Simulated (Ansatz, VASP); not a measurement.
**Two plane-wave programs on Cs2Mg**

```xyz
3
Lattice="0.0000 4.8966 4.8966 4.8966 0.0000 4.8966 4.8966 4.8966 0.0000" Properties=species:S:1:pos:R:3 pbc="T T T"
Cs    2.4483    2.4483    2.4483
Cs    7.3449    7.3449    7.3449
Mg    0.0000    0.0000    0.0000
```

Alike in both runs: task relaxation of cell and atoms; functional PBE; k mesh 8 × 8 × 8; occupations gaussian, width 0.1 eV; no spin polarisation.

|  | VASP | Ansatz |
| --- | --- | --- |
| version | VASP 6.6.1 | Ansatz 0.2.0 |
| potentials or method | VASP PAW PBE potentials, release 64 (Cs_sv, Mg), cutoff 600 eV | scalar-relativistic, plane waves, PAW |
| valence electrons in the cell | 20 | 28 |

```csv
,VASP,Ansatz,Ansatz less VASP
"gap on the k mesh at the Fermi level, each at its own relaxed structure (eV)",none,none,-
relaxed volume (Å³/atom),79.42,79.47,+0.045
relaxed cell length with the largest relative difference (Å),6.959,6.960,+0.0013
```

A gap of «none» marks a metal or a gap that the smearing closes. VASP's potentials hold 20 valence electrons a cell and Ansatz's 28, so a difference there can come from the potentials and not from the codes.

Spin-orbit coupling is off throughout.
